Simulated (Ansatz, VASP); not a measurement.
# AlCu3 in VASP and in Ansatz

File INCAR:

```
ALGO = Normal
EDIFF = 1E-6
ENCUT = 520
GGA = PS
ISIF = 2
ISMEAR = -1
LASPH = T
LCHARG = F
LREAL = F
LWAVE = F
NBANDS = 26
NELM = 60
PREC = Accurate
SIGMA = 0.05
```

Contents of KPOINTS:

```
k-points
0
Gamma
  6 6 6
```

The input POSCAR:

```
AlCu3
1.0
    3.5882172305      0.0000000000      0.0000000000
    0.0000000000      3.5882172305      0.0000000000
    0.0000000000      0.0000000000      3.5882172305
Al Cu
1 3
Direct
    0.0000000000      0.0000000000      0.0000000000
    0.5000000000      0.5000000000      0.0000000000
    0.5000000000      0.0000000000      0.5000000000
    0.0000000000      0.5000000000      0.5000000000
```

Input for Ansatz:

```yaml
crystal:
  lattice:
    - [3.5882172305167765, 0.0, 0.0]
    - [0.0, 3.5882172305167765, 0.0]
    - [0.0, 0.0, 3.5882172305167765]
  atoms:
    - { symbol: Al, position: [0.0, 0.0, 0.0] }
    - { symbol: Cu, position: [0.5, 0.5, 0.0] }
    - { symbol: Cu, position: [0.5, 0.0, 0.5] }
    - { symbol: Cu, position: [0.0, 0.5, 0.5] }
basis:
  ecutwfc: 500.0
kpoints:
  mp_grid:
    grid: [6, 6, 6]
hamiltonian:
  xc: pbesol
  pseudopotentials:
    kind: paw
scf:
  occupations:
    method: fermi_dirac
    width: 0.05
output:
  stress: true
```

Alike in both runs: task single point; functional PBEsol; k mesh 6 × 6 × 6; occupations fermi-dirac, width 0.05 eV; no spin polarisation.

|  | VASP | Ansatz |
| --- | --- | --- |
| version | VASP 6.6.1 | Ansatz 0.2.0 |
| potentials or method | VASP PAW PBE potentials, release 64 (Al, Cu), cutoff 520 eV | plane waves, PAW |
| valence electrons in the cell | 36 | 60 |

VASP gave:

- pressure (GPa): 6.5

Task: Which values does Ansatz return?

Result: Pressure (GPa): 6.0.

VASP's potentials were made for PBE, not for PBEsol. VASP's potentials hold 36 valence electrons a cell and Ansatz's 60, so a difference there can come from the potentials and not from the codes.
